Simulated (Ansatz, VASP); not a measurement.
One calculation of ZrC, two programs

The input INCAR:

```
PREC = Accurate
ENCUT = 520
EDIFF = 1E-6
ISMEAR = -1
SIGMA = 0.05
LREAL = False
LASPH = True
NELM = 60
ALGO = Normal
ISIF = 2
LWAVE = False
LCHARG = True
GGA = PS
LELF = True
LVHAR = True
NBANDS = 15
```

Contents of KPOINTS:

```
Automatic mesh
0
Gamma
  15 15 15
```

POSCAR

```
ZrC
1.0
    0.0000000000      2.3502100000      2.3267079000
    2.3502100000      0.0000000000      2.3267079000
    2.3502100000      2.3502100000      0.0000000000
Zr C
1 1
Direct
    0.5000000000      0.5000000000      0.5000000000
    0.0000000000      0.0000000000      0.0000000000
```

Input for Ansatz:

```yaml
crystal:
  lattice:
    - [0.0, 2.35021, 2.3267079]
    - [2.35021, 0.0, 2.3267079]
    - [2.35021, 2.35021, 0.0]
  atoms:
    - { symbol: Zr, position: [0.5, 0.5, 0.5] }
    - { symbol: C, position: [0.0, 0.0, 0.0] }
kpoints:
  mp_grid: { grid: [15, 15, 15] }
  band_path:
    path:
      - [0.0, 0.0, 0.0]
      - [0.0, 0.5, 0.5]
      - [0.25, 0.75, 0.5]
      - [0.0, 0.5, 0.0]
      - [0.0, 0.0, 0.0]
      - [0.5, 0.5, 0.0]
      - [0.3775380063, 0.6224619937, 0.0]
      - [-0.3775380063, 0.3775380063, 0.0]
      - [0.0, 0.0, 0.0]
    npoints: 5
scf:
  occupations: { method: fermi_dirac, width: 0.05 }
hamiltonian:
  xc: pbesol
  pseudopotentials: { kind: all_electron, lapw: { basis_error: 0.0005 } }
output:
  forces: true
  stress: true
  eigenvalues: true
```

Change from the starting cell: zz strain of -1 %.

Alike in both runs: task single point; functional PBEsol; k mesh 15 × 15 × 15; occupations fermi-dirac, width 0.05 eV; no spin polarisation.

|  | VASP | Ansatz |
| --- | --- | --- |
| version | VASP 6.6.1 | Ansatz 0.2.0 |
| potentials or method | VASP PAW PBE potentials, release 64 (Zr_sv, C), cutoff 520 eV | all-electron LAPW, scalar-relativistic |

Ansatz gave:

* pressure (GPa): -2.3
* traceless stress, the component that is largest in VASP (GPa): 2.52

Problem. Which values does VASP return?

Solution. Pressure (GPa): -1.9; traceless stress, the component that is largest in VASP (GPa): 2.54.

VASP's potentials were made for PBE, not for PBEsol. Ansatz ran all-electron here, and VASP with PAW potentials.
